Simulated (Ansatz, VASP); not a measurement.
**One calculation of Au, two programs**

```
CELL_PARAMETERS angstrom
0.00000 2.07900 2.07900
2.07900 0.00000 2.07900
2.07900 2.07900 0.00000
ATOMIC_POSITIONS crystal
Au 0.00000 0.00000 0.00000
```

Alike in both runs: task relaxation of cell and atoms; functional PBE; k mesh 24 × 24 × 24; occupations gaussian, width 0.1 eV; no spin polarisation.

|  | VASP | Ansatz |
| --- | --- | --- |
| version | VASP 6.6.1 | Ansatz 0.2.0 |
| potentials or method | VASP PAW PBE potentials, release 64 (Au) | scalar-relativistic, plane waves, PAW |
| plane-wave cutoff (eV) | 600 | 420 |
| valence electrons in the cell | 11 | 19 |

|  | VASP | Ansatz | Ansatz less VASP |
| --- | --- | --- | --- |
| gap on the k mesh at the Fermi level, each at its own relaxed structure (eV) | none | none | - |
| relaxed volume (Å³/atom) | 17.95 | 17.97 | +0.023 |
| relaxed cell length with the largest relative difference (Å) | 2.939 | 2.940 | +0.0012 |

A gap of «none» marks a metal or a gap that the smearing closes. VASP's potentials hold 11 valence electrons a cell and Ansatz's 19, so a difference there can come from the potentials and not from the codes.

Spin-orbit coupling is off throughout.
